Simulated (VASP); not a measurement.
Wanted: the native input for a VASP 6.6.1 run.

```yaml
Task: single point
Functional: PBE
Potentials_or_basis: VASP PAW PBE potentials, release 64 (Si, C)
Cutoff: 520 eV
k_mesh: 10 × 10 × 3
Occupations: fermi-dirac, width 0.05 eV
Spin: no spin polarisation
Dipole_correction: no
Further_INCAR_settings: ALGO = Normal; EDIFF = 1e-07; NBANDS = 26
```

The structure of SiC lies in POSCAR:

```
SiC
1.0
    3.1161684510      0.0000000000      0.0000000000
   -1.5580842255      2.6986810411      0.0000000000
    0.0000000000      0.0000000000     10.2031701838
Si C
4 4
Direct
    0.0000000000      0.0000000000      0.1878943800
    0.0000000000      0.0000000000      0.6878943800
    0.3333333333      0.6666666667      0.4378419800
    0.6666666667      0.3333333333      0.9378419800
    0.0000000000      0.0000000000      0.0004600500
    0.0000000000      0.0000000000      0.5004600500
    0.3333333333      0.6666666667      0.2498025900
    0.6666666667      0.3333333333      0.7498025900
```

The input as run:

INCAR

```
  PREC = Accurate
  ENCUT = 520
  EDIFF = 1E-7
  ISMEAR = -1
  SIGMA = 0.05
  LREAL = F
  LASPH = T
  NELM = 100
  ALGO = Normal
  ISIF = 2
  LWAVE = F
  LCHARG = F
  GGA = PE
  NBANDS = 26
```

KPOINTS

```
regular mesh
0
Gamma
  10 10 3
```

Potentials or basis: VASP PAW PBE potentials, release 64 (Si, C).

The run is started by

```console
$ cat potpaw_PBE.64/Si/POTCAR potpaw_PBE.64/C/POTCAR > POTCAR
$ mpirun -np 1 vasp_std > vasp.out
```

Results of the run:

```
Pressure               : -4.4 GPa
Largest force          : 0.007 eV/Å
Band gap on the k mesh : 2.22 eV, indirect (least direct gap 3.33 eV)
```

Wall time 24 s on 1 thread of Intel(R) Xeon(R) 6975P-C (Granite Rapids) (shared host), peak memory 0.21 GiB.
